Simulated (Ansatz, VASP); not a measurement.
Two plane-wave programs on Yb

```
CELL_PARAMETERS angstrom
3.87990 0.00000 0.00000
-1.93995 3.36009 0.00000
0.00000 0.00000 6.38590
ATOMIC_POSITIONS crystal
Yb 0.33333 0.66667 0.25000
Yb 0.66667 0.33333 0.75000
```

Alike in both runs: task electric field gradients; functional r2SCAN; k mesh 11 × 11 × 6; occupations fermi-dirac, width 0.03 eV; no spin polarisation.

|  | VASP | Ansatz |
| --- | --- | --- |
| version | VASP 6.6.1 | Ansatz 0.2.0 |
| potentials or method | VASP PAW PBE potentials, release 64 (Yb) | PAW with Ansatz's default frozen-core files, scalar-relativistic |
| plane-wave cutoff (eV) | 520 | 500 |
| valence electrons in the cell | 48 | 48 |

Ansatz gave:

* pressure (GPa): -2.4
* traceless stress, the component that is largest in VASP (GPa): 0.26
* size of Vzz on the site where it differs most (V/Å²): 30.2

What did VASP give for the same quantities?

Pressure (GPa): -2.8; traceless stress, the component that is largest in VASP (GPa): 0.23; size of Vzz on the site where it differs most (V/Å²): 28.8.

VASP's potentials were made for PBE, not for r2SCAN.

Neither program's run includes spin-orbit coupling.
